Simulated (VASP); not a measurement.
Set up this calculation in VASP 6.6.1, as the native input.

```yaml
Task: single point
Functional: PBE
Dispersion: D3(BJ)
Potentials_or_basis: VASP PAW PBE potentials, release 64 (Mg, Li_sv)
Cutoff: 520 eV
k_mesh: 5 × 5 × 1
Occupations: gaussian, width 0.1 eV
Spin: no spin polarisation
Dipole_correction: no
Further_INCAR_settings: ALGO = Normal; EDIFF = 1e-07; NBANDS = 26
```

The structure of LiMg12 lies in POSCAR:

```
LiMg12
1.0
    6.4200000000      0.0000000000      0.0000000000
    3.2100000000      5.5598830000      0.0000000000
    0.0000000000      0.0000000000     17.2130400000
Mg Li
12 1
Direct
    0.0000000000      0.0000000000      0.0580954904
    0.5000000000      0.0000000000      0.0580954904
   -0.0000000450      0.5000000899      0.0580954904
    0.4999999550      0.5000000899      0.0580954904
   -0.1659278044      0.3336104375      0.2093670264
    0.3330863992      0.3336611580      0.2082224290
   -0.1661359824      0.8330529617      0.2100188578
    0.3301049093      0.8362001503      0.2078089634
   -0.0038543329      0.0026759556      0.3611264483
    0.4971820068     -0.0011428298      0.3561617239
    0.0032239910      0.4985414261      0.3680980815
    0.4964953706      0.5074849597      0.3541195512
    0.6184334338      0.2022384284      0.4893979216
```

The input as run:

INCAR

```
SYSTEM = LiMg12
ALGO     = Normal         ! electronic algorithm
EDIFF    = 1E-7           ! SCF threshold, eV
ENCUT    = 520            ! plane-wave cutoff, eV
GGA      = PE             ! functional
ISIF     = 2              ! what is computed and relaxed
ISMEAR   = 0              ! smearing method
IVDW     = 12             ! dispersion correction
LASPH    = .True.         ! aspherical terms in the spheres
LCHARG   = .False.        ! write CHGCAR
LREAL    = .False.        ! projectors in reciprocal space
LWAVE    = .False.        ! write WAVECAR
NBANDS   = 26             ! bands
NELM     = 60             ! most SCF steps
PREC     = Accurate       ! precision mode
SIGMA    = 0.1            ! smearing width, eV
```

KPOINTS

```
k-points
0
Gamma
  5 5 1
  0 0 0
```

Potentials or basis: VASP PAW PBE potentials, release 64 (Mg, Li_sv).

Launch:

```bash
$ cat potpaw_PBE.64/Mg/POTCAR potpaw_PBE.64/Li_sv/POTCAR > POTCAR
$ mpirun -np 1 vasp_std > vasp.out
```

It gave:

```yaml
Largest_force: 0.059 eV/Å
Band_gap_on_the_k_mesh: zero (an odd number of electrons rules out a gap without spin polarisation)
Dispersion_energy_per_atom: -0.198 eV
```

Caveat: there is no dipole correction, which matters where the two faces differ.

Wall time 3.5 min on 1 thread of Oxide Virtual Turin-like Processor (shared host), peak memory 0.62 GiB.
